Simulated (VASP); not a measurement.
# Os (Fm-3m) in VASP: notebook, part 2 of 2

VASP 6.6.1.

**3. Single point, r2SCAN, non-collinear spin, zero start, spin-orbit coupling (15.30 Å³/atom)**

This run uses another cell than the first one, of 15.30 Å³/atom.

POSCAR

```
Os
1.0
    0.0000000000      1.9705950400      1.9705950400
    1.9705950400      0.0000000000      1.9705950400
    1.9705950400      1.9705950400      0.0000000000
Os
1
Direct
    0.0000000000      0.0000000000      0.0000000000
```

INCAR.step1

```
PREC = Accurate
ENCUT = 660
ISMEAR = 0
SIGMA = 0.025
LREAL = F
LASPH = T
NELM = 200
MAGMOM = 0 0 0
LSORBIT = T
GGA_COMPAT = F
LMAXMIX = 4
NBANDS = 19
GGA = PE
ALGO = Normal
EDIFF = 1E-5
LWAVE = T
LCHARG = F
```

INCAR.step2

```
PREC = Accurate
ENCUT = 660
EDIFF = 1E-6
ISMEAR = 0
SIGMA = 0.025
LREAL = F
LASPH = T
NELM = 200
ALGO = Normal
ISIF = 2
LWAVE = F
LCHARG = F
MAGMOM = 0 0 0
LORBIT = 11
LSORBIT = T
GGA_COMPAT = F
LORBMOM = T
LMAXMIX = 4
METAGGA = R2SCAN
LMIXTAU = T
NBANDS = 19
ISTART = 1
```

KPOINTS

```
regular mesh
0
Gamma
  12 12 12
```

Potentials or basis: VASP PAW PBE potentials, release 64 (Os).

Run with:

```sh
$ cat potpaw_PBE.64/Os/POTCAR > POTCAR
$ cp INCAR.step1 INCAR
$ mpirun -np 1 vasp_ncl > vasp.out
$ cp INCAR.step2 INCAR
$ mpirun -np 1 vasp_ncl > vasp.out
```

OUTCAR:

```text
PREC = Accurate
   ENCUT = 660
   EDIFF = 1E-6
   ISMEAR = 0
   LREAL = F
   LASPH = T
   NELM = 200
   ISIF = 2
   LORBIT = 11
   LSORBIT = T
   METAGGA = R2SCAN
   ISTART = 1

 ion  position               nearest neighbor table
   1  0.000  0.000  0.000-

  LATTYP: Found a face centered cubic cell.
 ALAT       =     3.9411900800

  Lattice vectors:

 A1 = (   0.0000000000,   1.9705950400,   1.9705950400)
 A2 = (   1.9705950400,   0.0000000000,   1.9705950400)
 A3 = (   1.9705950400,   1.9705950400,   0.0000000000)

Analysis of symmetry for initial positions (statically):
=====================================================================
 Subroutine PRICEL returns:
 Original cell was already a primitive cell.

 Routine SETGRP: Setting up the symmetry group for a
 face centered cubic supercell.

 Subroutine GETGRP returns: Found 48 space group operations
 (whereof 48 operations were pure point group operations)
 out of a pool of 48 trial point group operations.

The static configuration has the point symmetry O_h .

Analysis of symmetry for dynamics (positions and initial velocities):
=====================================================================
 Subroutine PRICEL returns:
 Original cell was already a primitive cell.

 Routine SETGRP: Setting up the symmetry group for a
 face centered cubic supercell.

 Subroutine GETGRP returns: Found 48 space group operations
 (whereof 48 operations were pure point group operations)
 out of a pool of 48 trial point group operations.

The dynamic configuration has the point symmetry O_h .

Analysis of structural, dynamic, and magnetic symmetry:
=====================================================================
 Subroutine PRICEL returns:
[... 700 lines left out ...]
  -------------------------------------------------------------------------------------
  Total       -2.6785328     -2.6785328     -2.6785328      0.0000000      0.0000000      0.0000000
  in kB     -280.4047669   -280.4047669   -280.4047669      0.0000000      0.0000000      0.0000000
  external PRESSURE =    -280.4047669 kB  Pullay stress =       0.0000000 kB

 VOLUME and BASIS-vectors are now :
 -----------------------------------------------------------------------------
  energy-cutoff  :      660.00
  volume of cell :       15.30
      direct lattice vectors                 reciprocal lattice vectors
     0.000000000  1.970595040  1.970595040    -0.253730467  0.253730467  0.253730467
     1.970595040  0.000000000  1.970595040     0.253730467 -0.253730467  0.253730467
     1.970595040  1.970595040  0.000000000     0.253730467  0.253730467 -0.253730467

 POSITION                                       TOTAL-FORCE (eV/Angst)
 -----------------------------------------------------------------------------------
      0.00000      0.00000      0.00000        -0.000000      0.000000     -0.000000
 -----------------------------------------------------------------------------------
    total drift:                               -0.000000     -0.000000     -0.000000

  FREE ENERGIE OF THE ION-ELECTRON SYSTEM (eV)
  ---------------------------------------------------
  free  energy   TOTEN  =       -53.0837334940 eV

  energy  without entropy=      -53.0834583534  energy(sigma->0) =      -53.08359592

 orbital moment (x)

 # of ion     p       d       tot
 ----------------------------------------
  1         0.000   0.000   0.000
 ----------------------------------------
            0.000   0.000   0.000

 orbital moment (y)

 # of ion     p       d       tot
 ----------------------------------------
  1         0.000   0.000   0.000
 ----------------------------------------
            0.000   0.000   0.000

 orbital moment (z)

 # of ion     p       d       tot
 ----------------------------------------
  1         0.000   0.000   0.000
 ----------------------------------------
            0.000   0.000   0.000

 Spin-Orbit-Coupling matrix elements

 Ion:    1  E_soc:     -0.6640313
 l=   1
     0.0000000    -0.0380307    -0.0380307
    -0.0380307     0.0000000    -0.0380307
    -0.0380307    -0.0380307     0.0000000
 l=   2
     0.0000000    -0.0129649     0.0000000    -0.0129649    -0.0596764
    -0.0129649     0.0000000    -0.0447573    -0.0129649    -0.0149191
     0.0000000    -0.0447573     0.0000000    -0.0447573     0.0000000
    -0.0129649    -0.0129649    -0.0447573     0.0000000    -0.0149191
    -0.0596764    -0.0149191     0.0000000    -0.0149191     0.0000000
 l=   3
     0.0000000     0.0000000     0.0000000     0.0000000     0.0000000     0.0000000     0.0000000
     0.0000000     0.0000000     0.0000000     0.0000000     0.0000000     0.0000000     0.0000000
     0.0000000     0.0000000     0.0000000     0.0000000     0.0000000     0.0000000     0.0000000
     0.0000000     0.0000000     0.0000000     0.0000000     0.0000000     0.0000000     0.0000000
     0.0000000     0.0000000     0.0000000     0.0000000     0.0000000     0.0000000     0.0000000
     0.0000000     0.0000000     0.0000000     0.0000000     0.0000000     0.0000000     0.0000000
     0.0000000     0.0000000     0.0000000     0.0000000     0.0000000     0.0000000     0.0000000

 total charge

# of ion       s       p       d       tot
------------------------------------------
    1        0.611   0.672   5.904   7.187

 magnetization (x)

# of ion       s       p       d       tot
------------------------------------------
    1       -0.000   0.000  -0.000  -0.000

 magnetization (y)

# of ion       s       p       d       tot
------------------------------------------
    1        0.000   0.000   0.000   0.000

 magnetization (z)

# of ion       s       p       d       tot
------------------------------------------
    1        0.000  -0.000  -0.000  -0.000
```

OSZICAR.step1:

```text
N       E                     dE             d eps       ncg     rms          rms(c)
DAV:   1     0.617612169934E+02    0.61761E+02   -0.40656E+03  2752   0.960E+02
DAV:   2    -0.929909182423E+01   -0.71060E+02   -0.58927E+02  2760   0.278E+02
DAV:   3    -0.121163322498E+02   -0.28172E+01   -0.27255E+01  3345   0.537E+01
DAV:   4    -0.121334456886E+02   -0.17113E-01   -0.17090E-01  3257   0.404E+00
DAV:   5    -0.121335190425E+02   -0.73354E-04   -0.73351E-04  3227   0.271E-01    0.145E+01
DAV:   6    -0.115416145899E+02    0.59190E+00   -0.39669E-01  3392   0.729E+00    0.659E+00
DAV:   7    -0.114021503254E+02    0.13946E+00   -0.20611E-01  3630   0.492E+00    0.288E+00
DAV:   8    -0.113993642273E+02    0.27861E-02   -0.29162E-03  2986   0.547E-01    0.498E-01
DAV:   9    -0.113973625097E+02    0.20017E-02   -0.12756E-03  3052   0.437E-01    0.116E-01
DAV:  10    -0.113972883772E+02    0.74133E-04   -0.18230E-05  3146   0.461E-02    0.273E-02
DAV:  11    -0.113972864065E+02    0.19707E-05   -0.12040E-06  1795   0.171E-02
   1 F= -.11397286E+02 E0= -.11397146E+02  d E =-.281639E-03  mag=     0.0000     0.0000    -0.0000
```

Wall time 1.9 min (1 thread of Intel Xeon 6975P-C (Granite Rapids), shared host); peak memory 0.24 GiB.

What came out:

```yaml
Free_energy: -53.0837 eV
Pressure: -28.0 GPa
Net_moment: 0.00 μB per cell
Valence_electrons_inside_the_program's_atomic_spheres: Os 7.19
```

Moments on the atoms (μB; x, y, z):
```
Os  0.00 0.00 0.00
```

Caveat: the cell stands under tension; the PAW data sets were made with another functional, which shifts forces and pressure a little.

**4. Single point, B3LYP5**

POSCAR

```
Os
1.0
    0.0000000000      1.9450000000      1.9450000000
    1.9450000000      0.0000000000      1.9450000000
    1.9450000000      1.9450000000      0.0000000000
Os
1
Direct
    0.0000000000      0.0000000000      0.0000000000
```

INCAR.step1

```
SYSTEM = Os
  ALGO = Normal
  EDIFF = 1E-5
  ENCUT = 520
  GGA = PE
  GGA_COMPAT = .FALSE.
  ISIF = 2
  ISMEAR = 1
  LASPH = .TRUE.
  LCHARG = .FALSE.
  LREAL = .FALSE.
  LWAVE = .TRUE.
  NBANDS = 10
  NELM = 120
  PREC = Accurate
  SIGMA = 0.05
```

INCAR.step2

```
SYSTEM = Os
  AEXX = 0.2
  AGGAC = 0.81
  AGGAX = 0.72
  ALDAC = 0.19
  ALGO = Normal
  EDIFF = 1E-6
  ENCUT = 520
  GGA = B5
  GGA_COMPAT = .FALSE.
  ISIF = 2
  ISMEAR = 1
  ISTART = 1
  LASPH = .TRUE.
  LCHARG = .FALSE.
  LHFCALC = .TRUE.
  LREAL = .FALSE.
  LWAVE = .FALSE.
  NBANDS = 10
  NELM = 120
  PREC = Accurate
  PRECFOCK = Normal
  SIGMA = 0.05
```

KPOINTS

```
k-points
0
G
  8 8 8
  0 0 0
```

Potentials or basis: VASP PAW PBE potentials, release 64 (Os).

Run with:

```sh
$ cat potpaw_PBE.64/Os/POTCAR > POTCAR
$ cp INCAR.step1 INCAR
$ mpirun -np 1 vasp_std > vasp.out
$ cp INCAR.step2 INCAR
$ mpirun -np 1 vasp_std > vasp.out
```

OUTCAR:

```text
SYSTEM = Os
   AEXX = 0.2
   EDIFF = 1E-6
   ENCUT = 520
   GGA = B5
   ISIF = 2
   ISMEAR = 1
   ISTART = 1
   LASPH = .TRUE.
   LHFCALC = .TRUE.
   LREAL = .FALSE.
   NELM = 120
   PREC = Accurate
   PRECFOCK = Normal

 ion  position               nearest neighbor table
   1  0.000  0.000  0.000-

  LATTYP: Found a face centered cubic cell.
 ALAT       =     3.8900000000

  Lattice vectors:

 A1 = (   0.0000000000,   1.9450000000,   1.9450000000)
 A2 = (   1.9450000000,   0.0000000000,   1.9450000000)
 A3 = (   1.9450000000,   1.9450000000,   0.0000000000)

[... 491 lines left out ...]
      4       6.7752      2.00000
      5      11.2992      0.00000
      6      15.9425      0.00000
      7      17.6317      0.00000
      8      26.4836      0.00000
      9      26.8425      0.00000
     10      30.3444      0.00000

 [... further k-points ...]
[... 5 lines left out ...]
  --------------------------------------------------------------------------------------
  -------------------------------------------------------------------------------------
  Total       -0.4063842     -0.4063842     -0.4063842     -0.0000000     -0.0000000      0.0000000
  in kB      -44.2444326    -44.2444326    -44.2444326     -0.0000000     -0.0000000      0.0000000
  external PRESSURE =     -44.2444326 kB  Pullay stress =       0.0000000 kB

 VOLUME and BASIS-vectors are now :
 -----------------------------------------------------------------------------
  energy-cutoff  :      520.00
  volume of cell :       14.72
      direct lattice vectors                 reciprocal lattice vectors
     0.000000000  1.945000000  1.945000000    -0.257069409  0.257069409  0.257069409
     1.945000000  0.000000000  1.945000000     0.257069409 -0.257069409  0.257069409
     1.945000000  1.945000000  0.000000000     0.257069409  0.257069409 -0.257069409

 POSITION                                       TOTAL-FORCE (eV/Angst)
 -----------------------------------------------------------------------------------
      0.00000      0.00000      0.00000         0.000000     -0.000000      0.000000
 -----------------------------------------------------------------------------------
    total drift:                               -0.000000     -0.000000     -0.000000

  FREE ENERGIE OF THE ION-ELECTRON SYSTEM (eV)
  ---------------------------------------------------
  free  energy   TOTEN  =       -11.8195364442 eV

  energy  without entropy=      -11.8195126632  energy(sigma->0) =      -11.81952852
```

It took 9.3 min on 1 thread of Intel Xeon 6975P-C (Granite Rapids), shared host; peak memory 0.14 GiB.

What came out:

```
Free energy            : -11.8195 eV
Pressure               : -4.4 GPa
Band gap on the k mesh : zero (bands 4 and 5 overlap by 4.01 eV)
```

Levels at points of the mesh, in eV from the Fermi level:
```tsv
k point	band 1	band 2	band 3	band 4	band 5	band 6	band 7	band 8	band 9
(0.00, 0.00, 0.00)	-10.99	-3.08	-3.08	-3.08	0.79	0.79	16.15	21.81	21.81
(0.50, 0.00, 0.00)	-7.81	-3.27	-3.27	0.56	3.34	3.34	10.05	15.69	21.90
(0.50, 0.50, 0.00)	-7.68	-6.98	3.23	3.24	4.00	4.00	13.32	13.72	13.72
```

Caveat: the cell stands under tension; the PAW data sets were made with another functional, which shifts forces and pressure a little; spin-orbit coupling is left out, which moves the levels of the heavy elements.

**5. Summary**

```csv
level,potentials or basis,spin,cell,k mesh,cutoff (eV),smearing,grid for exact exchange (PRECFOCK),share of exact exchange,gap on the mesh (eV),pressure (GPa)
LDA,"VASP PAW LDA potentials, release 64 (Os)",off,"a = 2.751 Å, angles 60.0°, 1 atom",12 × 12 × 12,600,fermi-dirac 0.05 eV,-,-,none,-25.2
r2SCAN,"VASP PAW PBE potentials, release 64 (Os)","non-collinear, zero start, SOC","a = 2.787 Å, angles 60.0°, 1 atom",12 × 12 × 12,660,gaussian 0.025 eV,-,-,-,-28.0
B3LYP5,"VASP PAW PBE potentials, release 64 (Os)",off,"a = 2.751 Å, angles 60.0°, 1 atom",8 × 8 × 8,520,methfessel-paxton 0.05 eV,Normal,0.2,none,-4.4
```

Alike in all rows: task single point.

Caveats: the cell stands under tension; spin-orbit coupling is left out, which moves the levels of the heavy elements (at least some runs); the PAW data sets were made with another functional, which shifts forces and pressure a little (at least some runs).

Absolute energies hang on the potentials; compare differences alone.
